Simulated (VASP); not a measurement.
Here is a VASP 6.6.1 calculation.

INCAR

```
PREC = Accurate ; ENCUT = 520
EDIFF = 1E-7 ; ISMEAR = -1
SIGMA = 0.15 ; LREAL = F
LASPH = T ; NELM = 60
ALGO = Normal ; ISIF = 2
LWAVE = F ; LCHARG = F
NBANDS = 16
```

Contents of KPOINTS:

```
Automatic mesh
0
Gamma
  18 18 14
```

File POSCAR:

```
NbB2
1.0
    3.0742609795      0.0000000000      0.0000000000
   -1.5371304897      2.6623881061      0.0000000000
    0.0000000000      0.0000000000      3.2784879565
Nb B
1 2
Direct
    0.0000000000      0.0000000000      0.0000000000
    0.3333333333      0.6666666667      0.5000000000
    0.6666666667      0.3333333333      0.5000000000
```

Potentials or basis: VASP PAW LDA potentials, release 64 (Nb_sv, B).

Command:

```sh
$ cat potpaw_LDA.64/Nb_sv/POTCAR potpaw_LDA.64/B/POTCAR > POTCAR
$ mpirun -np 1 vasp_std > vasp.out
```

Predict the pressure.

0.1 GPa.

Predict the band gap on the k mesh.

zero (an odd number of electrons rules out a gap without spin polarisation).

Stress tensor (GPa, compression positive):
```
 0.11  0.00  0.00
 0.00  0.11  0.00
 0.00  0.00 -0.06
```
